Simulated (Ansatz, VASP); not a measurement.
One calculation of Al, two programs

```
Al
1.0
     2.83628    0.00000    0.18606
    -1.41814    2.45629   -0.09303
     0.61153    0.00000    9.32215
Al
4
Direct
  0.00000 0.00000 0.00000
  0.33333 0.66667 0.25000
  0.00000 0.00000 0.50000
  0.66667 0.33333 0.75000
```

Change from the starting cell: strain +0.1312 x Voigt [0, 0, 0, 0, 1, 0], atoms carried along.

Alike in both runs: task single point; functional PBEsol; k mesh 18 × 18 × 6; occupations gaussian, width 0.15 eV; no spin polarisation.

|  | VASP | Ansatz |
| --- | --- | --- |
| version | VASP 6.6.1 | Ansatz 0.2.0 |
| potentials or method | VASP PAW PBE potentials, release 64 (Al), cutoff 520 eV | scalar-relativistic, plane waves, PAW |
| valence electrons in the cell | 12 | 12 |

|  | VASP | Ansatz | Ansatz less VASP |
| --- | --- | --- | --- |
| gap on the k mesh at the Fermi level (eV) | none | none | - |
| pressure (GPa) | 1.4 | 1.3 | -0.07 |
| traceless stress, the component that is largest in VASP (GPa) | -3.45 | -3.43 | +0.022 |
| rms of the force components (eV/Å) | 0.043 | 0.042 | -0.0003 |

VASP's potentials were made for PBE, not for PBEsol. Atom by atom the forces differ by 0.000 eV/Å (rms over components). A gap of «none» marks a metal or a gap that the smearing closes.
